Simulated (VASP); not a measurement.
CrO2, 6 atoms in the cell. The structure is tetragonal, space group P4_2/mnm (No. 136). Conventional cell: a = 4.421 Å, b = 4.421 Å, c = 2.917 Å, α = 90.00°, β = 90.00°, γ = 90.00°. Cr (site symmetry mmm) has 6 O at 1.88 to 1.92 Å within 2.5 Å. O (site symmetry m2m) has 3 Cr at 1.88 to 1.92 Å and 1 O at 2.49 Å within 2.5 Å. 

```yaml
Program: VASP 6.6.1
Task: single point
Functional: PBE
Potentials_or_basis: VASP PAW PBE potentials, release 64 (Cr_pv, O)
Cutoff: 520 eV
k_mesh: 6 × 6 × 9
Occupations: methfessel-paxton, width 0.15 eV
Spin: collinear spin, ferromagnetic start
Starting_moments: "[3.0, 3.0, 0.0, 0.0, 0.0, 0.0] μB"
Dipole_correction: no
Further_INCAR_settings: ALGO = Normal; EDIFF = 1e-06; NBANDS = 37
```

Potentials or basis: VASP PAW PBE potentials, release 64 (Cr_pv, O).

Run with:

```sh
$ cat potpaw_PBE.64/Cr_pv/POTCAR potpaw_PBE.64/O/POTCAR > POTCAR
$ mpirun -np 1 vasp_std > vasp.out
```

Hardware: 1 thread of Oxide Virtual Turin-like Processor, with other jobs on the host.

**Question.** How long does it take, and how much memory?

**Answer.** Run time: 4.3 min on 1 thread of Oxide Virtual Turin-like Processor, on a shared host, peak memory 0.26 GiB. Counts: scf iterations 17, k points 50.
